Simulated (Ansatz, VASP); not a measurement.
One calculation of CdS, two programs

```xyz
2
Lattice="0.0000 2.7532 2.7532 2.7532 0.0000 2.7532 2.7532 2.7532 0.0000" Properties=species:S:1:pos:R:3 pbc="T T T"
Cd    0.0000    0.0000    0.0000
S     2.7532    2.7532    2.7532
```

Alike in both runs: task single point; functional PBE; k mesh 4 × 4 × 4; occupations gaussian, width 0.1 eV; collinear spin.

|  | VASP | Ansatz |
| --- | --- | --- |
| version | VASP 6.6.1 | Ansatz 0.2.0 |
| potentials or method | VASP PAW PBE potentials, release 64 (Cd, S), cutoff 500 eV | scalar-relativistic, plane waves, PAW |
| valence electrons in the cell | 18 | 26 |

```tsv
	VASP	Ansatz	Ansatz less VASP
gap on the k mesh at the Fermi level (eV)	0.22	0.22	+0.007
least direct gap on the mesh (eV)	1.51	1.53	+0.024
pressure (GPa)	0.3	-0.1	-0.37
net moment per atom (μB)	0.00	0.00	0.000
```

VASP's potentials hold 18 valence electrons a cell and Ansatz's 26, so a difference there can come from the potentials and not from the codes. Ansatz's warnings: seeded moment not kept.

The k mesh is coarse, so the values compare programs but aren't converged.
